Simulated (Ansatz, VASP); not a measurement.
One calculation of WS2, two programs

```xyz
3
Lattice="3.1835 0.0000 0.0000 -1.5918 2.7570 0.0000 0.0000 0.0000 16.9506" Properties=species:S:1:pos:R:3 pbc="T T T"
W     0.0000    0.0000    0.0000
S     0.0000    1.8380    1.5595
S     0.0000    1.8380   15.3911
```

Alike in both runs: task single point; functional PBE; k mesh 10 × 10 × 2; occupations gaussian, width 0.02 eV; no spin polarisation.

```csv
,VASP,Ansatz
version,VASP 6.6.1,Ansatz 0.2.0
potentials or method,"VASP PAW PBE potentials, release 64 (W_sv, S)",Ansatz PAW
plane-wave cutoff (eV),520,420
valence electrons in the cell,26,26
```

VASP gave:

| Property | Result |
| --- | --- |
| gap on the k mesh at the Fermi level (eV) | 2.00 |
| least direct gap on the mesh (eV) | 2.16 |
| rms of the force components (eV/Å) | 0.124 |

Task: What did Ansatz give for the same quantities?

Result: gap on the k mesh at the Fermi level (eV): 1.99; least direct gap on the mesh (eV): 2.15; rms of the force components (eV/Å): 0.122.

Atom by atom the forces differ by 0.002 eV/Å (rms over components).

Neither program's run includes spin-orbit coupling.
